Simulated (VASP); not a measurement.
# NbRu3C (Pm-3m) in VASP: further runs

NbRu3C is run at these levels: r2SCAN, PBEsol; tasks: single point.

Everything below comes from runs of VASP 6.6.1. Logs are shortened: lines on timing, memory, paths and dates and some standing lists are left out, and cuts for length are marked.

## (1) The cell of the first run

It takes space group Pm-3m (No. 221, cubic). The conventional cell has a = 4.065 Å, b = 4.065 Å, c = 4.065 Å, α = 90.00°, β = 90.00°, γ = 90.00°. Within 2.7 Å of Ru (site symmetry 4/mmm) lie 2 C at 2.03 Å. Nb (site symmetry m-3m) has 12 Ru at 2.87 Å and 8 C at 3.52 Å within 3.8 Å. Within 2.7 Å of C (site symmetry m-3m) lie 6 Ru at 2.03 Å.

## (2) Single point, r2SCAN

File POSCAR:

```
NbRu3C
1.0
    4.0651380000      0.0000000000      0.0000000000
    0.0000000000      4.0651380000      0.0000000000
    0.0000000000      0.0000000000      4.0651380000
Ru Nb C
3 1 1
Direct
    0.5000000000      0.5000000000      0.0000000000
    0.5000000000      0.0000000000      0.5000000000
    0.0000000000      0.5000000000      0.5000000000
    0.0000000000      0.0000000000      0.0000000000
    0.5000000000      0.5000000000      0.5000000000
```

File INCAR.step1:

```
PREC     = Accurate       # precision mode
ENCUT    = 520            # plane-wave cutoff, eV
ISMEAR   = 0              # smearing method
SIGMA    = 0.1            # smearing width, eV
LREAL    = False          # projectors in reciprocal space
LASPH    = True           # aspherical terms in the spheres
NELM     = 60             # most SCF steps
NBANDS   = 38             # bands
GGA      = PE             # functional
ALGO     = Normal         # electronic algorithm
EDIFF    = 1E-4           # SCF threshold, eV
LWAVE    = True           # write WAVECAR
LCHARG   = False          # write CHGCAR
```

File INCAR.step2:

```
PREC     = Accurate       # precision mode
ENCUT    = 520            # plane-wave cutoff, eV
EDIFF    = 1E-7           # SCF threshold, eV
ISMEAR   = 0              # smearing method
SIGMA    = 0.1            # smearing width, eV
LREAL    = False          # projectors in reciprocal space
LASPH    = True           # aspherical terms in the spheres
NELM     = 60             # most SCF steps
ALGO     = Normal         # electronic algorithm
ISIF     = 2              # what is computed and relaxed
LWAVE    = False          # write WAVECAR
LCHARG   = False          # write CHGCAR
METAGGA  = R2SCAN         # meta-GGA
LMIXTAU  = True         
NBANDS   = 38             # bands
ISTART   = 1
```

File KPOINTS:

```
Automatic mesh
0
Gamma
  6 6 6
```

Potentials or basis: VASP PAW PBE potentials, release 64 (Ru_pv, Nb_sv, C).

On the command line:

```
$ cat potpaw_PBE.64/Ru_pv/POTCAR potpaw_PBE.64/Nb_sv/POTCAR potpaw_PBE.64/C/POTCAR > POTCAR
$ cp INCAR.step1 INCAR
$ mpirun -np 1 vasp_std > vasp.out
$ cp INCAR.step2 INCAR
$ mpirun -np 1 vasp_std > vasp.out
```

OUTCAR:

```text
PREC = Accurate
   ENCUT = 520
   EDIFF = 1E-7
   ISMEAR = 0
   LREAL = False
   LASPH = True
   NELM = 60
   ISIF = 2
   METAGGA = R2SCAN
   ISTART = 1

 ion  position               nearest neighbor table
   1  0.500  0.500  0.000-   5 2.03   5 2.03   4 2.87   2 2.87   2 2.87   3 2.87   3 2.87   2 2.87
                             4 2.87   2 2.87   3 2.87   4 2.87   3 2.87   4 2.87
   2  0.500  0.000  0.500-   5 2.03   5 2.03   4 2.87   1 2.87   1 2.87   4 2.87   1 2.87   3 2.87
                             3 2.87   1 2.87   3 2.87   4 2.87   4 2.87   3 2.87
   3  0.000  0.500  0.500-   5 2.03   5 2.03   4 2.87   1 2.87   1 2.87   4 2.87   2 2.87   4 2.87
                             4 2.87   1 2.87   2 2.87   2 2.87   1 2.87   2 2.87
   4  0.000  0.000  0.000-   1 2.87   2 2.87   3 2.87   2 2.87   3 2.87   1 2.87   3 2.87   3 2.87
                             1 2.87   2 2.87   2 2.87   1 2.87
   5  0.500  0.500  0.500-   1 2.03   2 2.03   3 2.03   1 2.03   2 2.03   3 2.03

  LATTYP: Found a simple cubic cell.
 ALAT       =     4.0651380000

  Lattice vectors:

 A1 = (   4.0651380000,   0.0000000000,   0.0000000000)
 A2 = (   0.0000000000,   4.0651380000,   0.0000000000)
 A3 = (   0.0000000000,   0.0000000000,   4.0651380000)

Analysis of symmetry for initial positions (statically):
=====================================================================
 Subroutine PRICEL returns:
 Original cell was already a primitive cell.

 Routine SETGRP: Setting up the symmetry group for a
 simple cubic supercell.

 Subroutine GETGRP returns: Found 48 space group operations
 (whereof 48 operations were pure point group operations)
 out of a pool of 48 trial point group operations.

The static configuration has the point symmetry O_h .

Analysis of symmetry for dynamics (positions and initial velocities):
=====================================================================
 Subroutine PRICEL returns:
 Original cell was already a primitive cell.

 Routine SETGRP: Setting up the symmetry group for a
 simple cubic supercell.

 Subroutine GETGRP returns: Found 48 space group operations
 (whereof 48 operations were pure point group operations)
 out of a pool of 48 trial point group operations.

The dynamic configuration has the point symmetry O_h .

 Subroutine INISYM returns: Found 48 space group operations
 (whereof 48 operations are pure point group operations),
 and found     1 'primitive' translations

----------------------------------------------------------------------------------------

                                     Primitive cell

  volume of cell :      67.1778

  direct lattice vectors                    reciprocal lattice vectors
     4.065138000  0.000000000  0.000000000     0.245994109  0.000000000  0.000000000
     0.000000000  4.065138000  0.000000000     0.000000000  0.245994109  0.000000000
     0.000000000  0.000000000  4.065138000     0.000000000  0.000000000  0.245994109

  length of vectors
     4.065138000  4.065138000  4.065138000     0.245994109  0.245994109  0.245994109

  position of ions in fractional coordinates (direct lattice)
     0.500000000  0.500000000  0.000000000
     0.500000000  0.000000000  0.500000000
     0.000000000  0.500000000  0.500000000
     0.000000000  0.000000000  0.000000000
     0.500000000  0.500000000  0.500000000

  ion indices of the primitive-cell ions
   primitive index   ion index
                 1           1
                 2           2
                 3           3
                 4           4
                 5           5

----------------------------------------------------------------------------------------

 KPOINTS: Automatic mesh

Automatic generation of k-mesh.
 Grid dimensions read from file:
 generate k-points for:    6    6    6

 Generating k-lattice:

  Cartesian coordinates                     Fractional coordinates (reciprocal lattice)
     0.040999018  0.000000000  0.000000000     0.166666667  0.000000000  0.000000000
     0.000000000  0.040999018  0.000000000     0.000000000  0.166666667  0.000000000
     0.000000000  0.000000000  0.040999018     0.000000000  0.000000000  0.166666667

  Length of vectors
     0.040999018  0.040999018  0.040999018

  Shift w.r.t. Gamma in fractional coordinates (k-lattice)
     0.000000000  0.000000000  0.000000000

 Subroutine IBZKPT returns following result:
 ===========================================

 Found     20 irreducible k-points:

 Following reciprocal coordinates:
            Coordinates               Weight
  0.000000  0.000000  0.000000      1.000000
  0.166667  0.000000  0.000000      6.000000
  0.333333  0.000000  0.000000      6.000000
  0.500000  0.000000  0.000000      3.000000
  0.166667  0.166667  0.000000     12.000000
  0.333333  0.166667  0.000000     24.000000
[... 12 lines left out ...]
  0.500000  0.500000  0.333333      6.000000
  0.500000  0.500000  0.500000      1.000000
   k-points           NKPTS =     20   k-points in BZ     NKDIM =     20   number of bands    NBANDS=     38
   number of dos      NEDOS =    301   number of ions     NIONS =      5
   total plane-waves  NPLWV =  27000
   dimension x,y,z NGX =    30 NGY =   30 NGZ =   30
   dimension x,y,z NGXF=    60 NGYF=   60 NGZF=   60
   ions per type =               3   1   1
   NGX,Y,Z   is equivalent  to a cutoff of  12.27, 12.27, 12.27 a.u.
   NGXF,Y,Z  is equivalent  to a cutoff of  24.54, 24.54, 24.54 a.u.
 SYSTEM =  unknown system
   PREC   = accura    normal or accurate (medium, high low for compatibility)
   ISTART =      1    job   : 0-new  1-cont  2-samecut
   ICHARG =      0    charge: 1-file 2-atom 10-const
   ISPIN  =      1    spin polarized calculation?
   LNONCOLLINEAR =      F non collinear calculations
   LSORBIT =      F    spin-orbit coupling
   LASPH  =      T    aspherical Exc in radial PAW
   ENCUT  =  520.0 eV  38.22 Ry    6.18 a.u.   7.56  7.56  7.56*2*pi/ulx,y,z
   NELM   =     60;   NELMIN=  2; NELMDL=  0     # of ELM steps
   EDIFF  = 0.1E-06   stopping-criterion for ELM
   LREAL  =      F    real-space projection
   EDIFFG = 0.1E-05   stopping-criterion for IOM
   NSW    =      0    number of steps for IOM
   IBRION =     -1    ionic relax: 0-MD 1-quasi-New 2-CG
   NFREE  =      0    steps in history (QN), initial steepest desc. (CG)
   ISIF   =      2    stress and relaxation
   ISYM   =      2    0-nonsym 1-usesym 2-fastsym
   POTIM  = 0.5000    time-step for ionic-motion
   TEBEG  =    0.0;   TEEND  =   0.0 temperature during run
   PSTRESS=    0.0 pullay stress
   NELECT =      59.0000    total number of electrons
   NUPDOWN=      -1.0000    fix difference up-down
   EMIN   =  10.00;   EMAX   =-10.00  energy-range for DOS
   EFERMI =   0.00;   METHOD = LEGACY
   ISMEAR =     0;   SIGMA  =   0.10  broadening in eV -4-tet -1-fermi 0-gaus
   EFERMI_NEDOS =   21; number of points for ismear=-14 and -15
   IALGO  =     38    algorithm
   IMIX   =      4    mixing-type and parameters
     AMIX     =   0.40;   BMIX     =  1.00
     AMIX_MAG =   1.60;   BMIX_MAG =  1.00
  volume/ion in A,a.u.               =      13.44        90.67
  Fermi-wavevector in a.u.,A,eV,Ry     =   1.567774  2.962664 33.441981  2.457916
  Thomas-Fermi vector in A             =   2.669904
   LORBIT       =      0    0 simple, 1 ext, 2 COOP (PROOUT), +10 PAW based schemes
   METAGGA = R2SCAN    functional components
   LHFCALC =     F    Hartree Fock is set to
   AEXX    =    0.0000 exact exchange contribution
   IVDW    =     0    specifies the selected vdW correction
   LEPSILON=     F    determine dielectric tensor
   LRPA    =     F    only Hartree local field effects (RPA)
 non-spin polarized calculation
 Gauss-broadening in eV      SIGMA  =   0.10
  energy-cutoff  :      520.00
  volume of cell :       67.18
 maximum number of plane-waves:      1856
   NGX = 15   NGY = 15   NGZ = 15

 number of electron      59.0000034 magnetization

 Free energy of the ion-electron system (eV)
  ---------------------------------------------------
  ext. energy  EPLUGINS =         0.00000000
  ---------------------------------------------------
  free energy    TOTEN  =      -111.29494652 eV

  energy without entropy =     -111.26783806  energy(sigma->0) =     -111.28139229

 E-fermi :  12.1232     XC(G=0): -14.5152

 val. band max:       12.1225515050   @ k =   0.1667   0.1667   0.0000
 cond. band min:      12.1339835476   @ k =   0.3333   0.1667   0.0000
 fundamental gap:      0.0114320426
 Fermi energy:        12.1231842757

 k-point     1 :       0.0000    0.0000    0.0000
  band No.  band energies     occupation
      1     -45.9202      2.00000
      2     -33.0239      2.00000
      3     -33.0239      2.00000
      4     -33.0239      2.00000
      5     -32.3515      2.00000
      6     -32.3515      2.00000
[... 30 lines left out ...]
     37      15.0834      0.00000
     38      17.5011      0.00000

 k-point     2 :       0.1667    0.0000    0.0000
  band No.  band energies     occupation
      1     -45.9203      2.00000
      2     -33.0154      2.00000
      3     -33.0154      2.00000
      4     -33.0092      2.00000
      5     -32.3669      2.00000
      6     -32.3598      2.00000
[... 30 lines left out ...]
     37      15.0678      0.00000
     38      17.0918      0.00000

 k-point     3 :       0.3333    0.0000    0.0000
  band No.  band energies     occupation
      1     -45.9204      2.00000
      2     -32.9976      2.00000
      3     -32.9976      2.00000
      4     -32.9773      2.00000
      5     -32.4030      2.00000
      6     -32.3785      2.00000
[... 30 lines left out ...]
     37      15.0410      0.00000
     38      17.3354      0.00000

 k-point     4 :       0.5000    0.0000    0.0000
  band No.  band energies     occupation
      1     -45.9205      2.00000
      2     -32.9883      2.00000
      3     -32.9883      2.00000
      4     -32.9598      2.00000
      5     -32.4226      2.00000
      6     -32.3883      2.00000
[... 30 lines left out ...]
     37      15.0295      0.00000
     38      17.6888      0.00000
[... 539 lines left out ...]
      4     -32.7686      2.00000
      5     -32.5458      2.00000
      6     -32.5414      2.00000
[... 30 lines left out ...]
     37      16.0773      0.00000
     38      16.7934      0.00000

 k-point    19 :       0.5000    0.5000    0.3333
  band No.  band energies     occupation
      1     -45.9181      2.00000
      2     -33.3315      2.00000
      3     -32.7838      2.00000
      4     -32.7469      2.00000
      5     -32.5673      2.00000
      6     -32.5458      2.00000
[... 30 lines left out ...]
     37      15.2617      0.00000
     38      17.2303      0.00000

 k-point    20 :       0.5000    0.5000    0.5000
  band No.  band energies     occupation
      1     -45.9176      2.00000
      2     -33.3672      2.00000
      3     -32.7468      2.00000
      4     -32.7468      2.00000
      5     -32.5700      2.00000
      6     -32.5700      2.00000
[... 30 lines left out ...]
     37      14.4323      0.00000
     38      17.6236      0.00000

------------------------ aborting loop because EDIFF is reached ----------------------------------------

  FORCE on cell =-STRESS in cart. coord.  units (eV):
  Direction    XX          YY          ZZ          XY          YZ          ZX
  --------------------------------------------------------------------------------------
  -------------------------------------------------------------------------------------
  Total       -2.8478941     -2.8478941     -2.8478941     -0.0000000     -0.0000000      0.0000000
  in kB      -67.9216984    -67.9216984    -67.9216984     -0.0000000     -0.0000000      0.0000000
  external PRESSURE =     -67.9216984 kB  Pullay stress =       0.0000000 kB

 VOLUME and BASIS-vectors are now :
 -----------------------------------------------------------------------------
  energy-cutoff  :      520.00
  volume of cell :       67.18
      direct lattice vectors                 reciprocal lattice vectors
     4.065138000  0.000000000  0.000000000     0.245994109  0.000000000  0.000000000
     0.000000000  4.065138000  0.000000000     0.000000000  0.245994109  0.000000000
     0.000000000  0.000000000  4.065138000     0.000000000  0.000000000  0.245994109

 POSITION                                       TOTAL-FORCE (eV/Angst)
 -----------------------------------------------------------------------------------
      2.03257      2.03257      0.00000         0.000000      0.000000      0.000000
      2.03257      0.00000      2.03257         0.000000      0.000000      0.000000
      0.00000      2.03257      2.03257         0.000000      0.000000      0.000000
      0.00000      0.00000      0.00000         0.000000      0.000000      0.000000
      2.03257      2.03257      2.03257         0.000000      0.000000      0.000000
 -----------------------------------------------------------------------------------
    total drift:                                0.000000      0.000000     -0.000000

  FREE ENERGIE OF THE ION-ELECTRON SYSTEM (eV)
  ---------------------------------------------------
  free  energy   TOTEN  =      -111.2949465166 eV

  energy  without entropy=     -111.2678380648  energy(sigma->0) =     -111.28139229
```

Wall time 4.1 min (1 thread of Intel Xeon 8259CL, shared host); peak memory 0.2 GiB.

Results:

| Quantity | Value |
| --- | --- |
| Free energy | -111.2949 eV |
| Pressure | -6.8 GPa |
| Band gap on the k mesh | zero (an odd number of electrons rules out a gap without spin polarisation) |

Caveat: the cell stands under tension; the PAW data sets were made with another functional, which shifts forces and pressure a little.

[end of part 1 of 3]

The gap in the log of VASP goes by the Fermi energy; the results here count the filled bands.